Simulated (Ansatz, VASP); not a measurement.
MgO: VASP beside Ansatz

The input INCAR:

```
  PREC = Accurate
  ENCUT = 520
  EDIFF = 1E-7
  ISMEAR = 0
  SIGMA = 0.05
  LREAL = False
  LASPH = True
  NELM = 60
  ALGO = Normal
  ISIF = 2
  LWAVE = False
  LCHARG = False
  GGA = PS
  NBANDS = 11
```

File KPOINTS:

```
Automatic mesh
0
Gamma
  12 12 8
```

The input POSCAR:

```
MgO
1.0
    2.9380210000      0.0293802100      0.0000000000
   -1.4435659900      2.5297109000      0.0000000000
    0.0000000000      0.0000000000      2.6796800000
Mg O
1 1
Direct
    0.0000000000      0.0000000000      0.0000000000
    0.3333333333      0.6666666667      0.5000000000
```

Input for Ansatz:

```yaml
crystal:
  lattice:
    - [2.938021, 0.02938021, 0.0]
    - [-1.44356599, 2.5297109, 0.0]
    - [0.0, 0.0, 2.67968]
  atoms:
    - { symbol: Mg, position: [0.0, 0.0, 0.0] }
    - { symbol: O, position: [0.3333333333333333, 0.6666666666666666, 0.5] }
basis:
  ecutwfc: 520.0
kpoints:
  mp_grid:
    grid: [12, 12, 8]
hamiltonian:
  xc: pbesol
  pseudopotentials:
    kind: paw
scf:
  occupations:
    method: gaussian
    width: 0.05
output:
  stress: true
```

Alike in both runs: task single point; functional PBEsol; k mesh 12 × 12 × 8; occupations gaussian, width 0.05 eV; no spin polarisation.

```csv
,VASP,Ansatz
version,VASP 6.6.1,Ansatz 0.2.0
potentials or method,"VASP PAW PBE potentials, release 64 (Mg, O), cutoff 520 eV","plane waves, PAW"
valence electrons in the cell,8,16
```

VASP gave:

```
pressure (GPa)                                                : -4.3
traceless stress, the component that is largest in VASP (GPa) : -2.33
```

Q: What did Ansatz give for the same quantities?

A: Pressure (GPa): -3.8; traceless stress, the component that is largest in VASP (GPa): -2.31.

VASP's potentials were made for PBE, not for PBEsol. VASP's potentials hold 8 valence electrons a cell and Ansatz's 16, so a difference there can come from the potentials and not from the codes.
